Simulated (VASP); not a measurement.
A run of VASP 6.6.1 is set up as follows.

The input INCAR:

```
  PREC = Accurate
  ENCUT = 520
  EDIFF = 1E-6
  ISMEAR = 0
  SIGMA = 0.05
  LREAL = F
  LASPH = T
  NELM = 100
  ALGO = Normal
  ISIF = 2
  LWAVE = F
  LCHARG = T
  LELF = T
  LVHAR = T
  NBANDS = 26
```

File KPOINTS:

```
Automatic mesh
0
Gamma
  12 12 4
```

Contents of POSCAR:

```
C
1.0
    2.4606208111      0.0000000000      0.0000000000
   -1.2303104055      2.1309601315      0.0000000000
    0.0000000000      0.0000000000      8.4056584863
C
8
Direct
    0.0000000000      0.0000000000      0.0885539126
    0.0000000000      0.0000000000      0.5885539126
    0.0000000000      0.0000000000      0.4114460874
    0.0000000000      0.0000000000      0.9114460874
    0.3333333333      0.6666666667      0.1589518456
    0.6666666667      0.3333333333      0.6589518456
    0.3333333333      0.6666666667      0.3410481544
    0.6666666667      0.3333333333      0.8410481544
```

Potentials or basis: VASP PAW LDA potentials, release 64 (C).

Run with:

```console
$ cat potpaw_LDA.64/C/POTCAR > POTCAR
$ mpirun -np 1 vasp_std > vasp.out
```

Task: What does it give for the pressure?

Result: 1.6 GPa.

Task: Estimate the band gap on the k mesh.

Result: 3.58 eV, indirect (least direct gap 4.63 eV).

Forces on the atoms (eV/Å):
```
C    0.000  0.000  2.815
C    0.000  0.000  2.815
C    0.000  0.000 -2.815
C    0.000  0.000 -2.815
C    0.000  0.000 -2.115
C    0.000  0.000 -2.115
C    0.000  0.000  2.115
C    0.000  0.000  2.115
```

Caveat: the cell differs from its parent crystal (mode 21 frozen in at -0.036 Å, strain +e along z and -e/2 along x and y +0.0233); forces of over 1 eV/Å act on the atoms, so gaps and moduli don't describe the material at rest. A k mesh can miss the band edges.
